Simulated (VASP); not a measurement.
A run of VASP 6.6.1 is set up as follows.

Contents of POSCAR:

```
MgO2
1.0
    1.6689514567      0.9635695728      3.2144605649
   -1.6689514567      0.9635695728      3.2144605649
    0.0000000000     -1.9271391455      3.2144605649
Mg O
1 2
Direct
    0.0000000000      0.0000000000      0.0000000000
    0.4287860000      0.4287860000      0.4287860000
    0.5712140000      0.5712140000      0.5712140000
```

Contents of INCAR.step1:

```
SYSTEM = MgO2
ALGO     = Normal         ! electronic algorithm
EDIFF    = 1E-4           ! SCF threshold, eV
ENCUT    = 520            ! plane-wave cutoff, eV
GGA      = PE             ! functional
ISMEAR   = 0              ! smearing method
LASPH    = .TRUE.         ! aspherical terms in the spheres
LCHARG   = .FALSE.        ! write CHGCAR
LREAL    = .FALSE.        ! projectors in reciprocal space
LWAVE    = .TRUE.         ! write WAVECAR
NBANDS   = 14             ! bands
NELM     = 100            ! most SCF steps
PREC     = Accurate       ! precision mode
SIGMA    = 0.05           ! smearing width, eV
```

Contents of INCAR.step2:

```
SYSTEM = MgO2
ALGO     = Normal         ! electronic algorithm
EDIFF    = 1E-7           ! SCF threshold, eV
ENCUT    = 520            ! plane-wave cutoff, eV
ISIF     = 2              ! what is computed and relaxed
ISMEAR   = 0              ! smearing method
ISTART   = 1            
LASPH    = .TRUE.         ! aspherical terms in the spheres
LCHARG   = .FALSE.        ! write CHGCAR
LMIXTAU  = .TRUE.       
LREAL    = .FALSE.        ! projectors in reciprocal space
LWAVE    = .FALSE.        ! write WAVECAR
METAGGA  = R2SCAN         ! meta-GGA
NBANDS   = 14             ! bands
NELM     = 100            ! most SCF steps
PREC     = Accurate       ! precision mode
SIGMA    = 0.05           ! smearing width, eV
```

File KPOINTS:

```
k-points
0
G
  12 12 12
  0 0 0
```

Potentials or basis: VASP PAW PBE potentials, release 64 (Mg, O).

Run with:

```bash
$ cat potpaw_PBE.64/Mg/POTCAR potpaw_PBE.64/O/POTCAR > POTCAR
$ cp INCAR.step1 INCAR
$ mpirun -np 1 vasp_std > vasp.out
$ cp INCAR.step2 INCAR
$ mpirun -np 1 vasp_std > vasp.out
```

(1) Estimate the pressure.

(2) What does it give for the band gap on the k mesh?

Results:

(1) 4.5 GPa.

(2) 3.31 eV (least direct gap 3.60 eV).

Caveat: the cell differs from its parent crystal (strain +0.040 along x and y, -0.080 along z); the cell stands under pressure; the PAW data sets were made with another functional, which shifts forces and pressure a little.
